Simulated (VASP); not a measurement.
**Si2Mo: single point with PBEsol+D3(BJ)**

The system is Si2Mo.

```
CELL_PARAMETERS angstrom
-1.57814 1.57814 3.87804
1.57814 -1.57814 3.87804
1.57814 1.57814 -3.87804
ATOMIC_POSITIONS crystal
Mo 0.00000 0.00000 0.00000
Si 0.66539 0.66539 0.00000
Si 0.33461 0.33461 0.00000
```

```yaml
Program: VASP 6.6.1
Task: single point
Functional: PBEsol
Dispersion: D3(BJ)
Potentials_or_basis: VASP PAW PBE potentials, release 64 (Mo_sv, Si)
Cutoff: 520 eV
k_mesh: 12 × 12 × 12
Occupations: fermi-dirac, width 0.05 eV
Spin: no spin polarisation
```

```
Pressure                   : 0.4 GPa
Band gap on the k mesh     : zero (bands 11 and 12 overlap by 0.98 eV)
Dispersion energy per atom : -0.550 eV
```

Levels at points of the mesh, in eV from the Fermi level:
```tsv
k point	band 7	band 8	band 9	band 10	band 11	band 12	band 13	band 14	band 15	band 16
(0.00, 0.00, 0.00)	-3.38	-3.28	-2.73	-2.73	0.42	3.01	3.42	3.69	3.69	4.28
(0.50, 0.00, 0.00)	-5.14	-4.60	-2.74	-2.67	-0.55	2.41	3.19	4.29	4.38	5.58
(0.50, 0.50, 0.00)	-5.83	-5.17	-4.60	-3.24	-1.19	2.46	2.91	3.27	3.44	4.79
(0.50, 0.50, 0.50)	-3.79	-2.34	-0.61	-0.61	-0.45	-0.45	0.56	4.85	5.62	6.01
```

It took 4.6 min on 1 thread of Intel Xeon 8259CL (shared host), peak memory 0.28 GiB.

Caveat: the PAW data sets were made with another functional, which shifts forces and pressure a little.
